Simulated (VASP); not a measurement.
Here is a VASP 6.6.1 calculation.

The input INCAR:

```
SYSTEM = Pt
PREC     = Accurate       ! precision mode
ENCUT    = 570            ! plane-wave cutoff, eV
EDIFF    = 1E-6           ! SCF threshold, eV
ISMEAR   = 0              ! smearing method
SIGMA    = 0.15           ! smearing width, eV
LREAL    = .False.        ! projectors in reciprocal space
LASPH    = .True.         ! aspherical terms in the spheres
NELM     = 200            ! most SCF steps
ALGO     = Normal         ! electronic algorithm
ISIF     = 2              ! what is computed and relaxed
LWAVE    = .False.        ! write WAVECAR
LCHARG   = .False.        ! write CHGCAR
ISPIN    = 2              ! spin polarisation
MAGMOM   = 0.05 0.05      ! initial moments
LORBIT   = 11             ! projections on sites
NUPDOWN  = 0.1            ! fixed moment
LMAXMIX  = 4              ! l up to which the mixer works
NBANDS   = 29             ! bands
GGA_COMPAT= .False.
```

File KPOINTS:

```
regular mesh
0
Gamma
  21 21 10
  0 0 0
```

File POSCAR:

```
Pt
1.0
    2.8619386323      0.0000000000      0.0000000000
   -1.4309693161      2.4785115596      0.0000000000
    0.0000000000      0.0000000000      4.9418131020
Pt
2
Direct
    0.6666666667      0.3333333333      0.7500000000
    0.3333333333      0.6666666667      0.2500000000
```

Potentials or basis: VASP PAW LDA potentials, release 64 (Pt_sv_GW).

Launch:

```sh
$ cat potpaw_LDA.64/Pt_sv_GW/POTCAR > POTCAR
$ mpirun -np 1 vasp_std > vasp.out
```

Q: Predict the pressure.

A: -32.1 GPa.

Stress tensor (GPa, compression positive):
```
-33.16   0.00   0.00
  0.00 -33.16   0.00
  0.00   0.00 -30.08
```

Caveat: the cell stands under tension; the total moment is fixed, so each spin has its own Fermi level and the state may be an excited one.
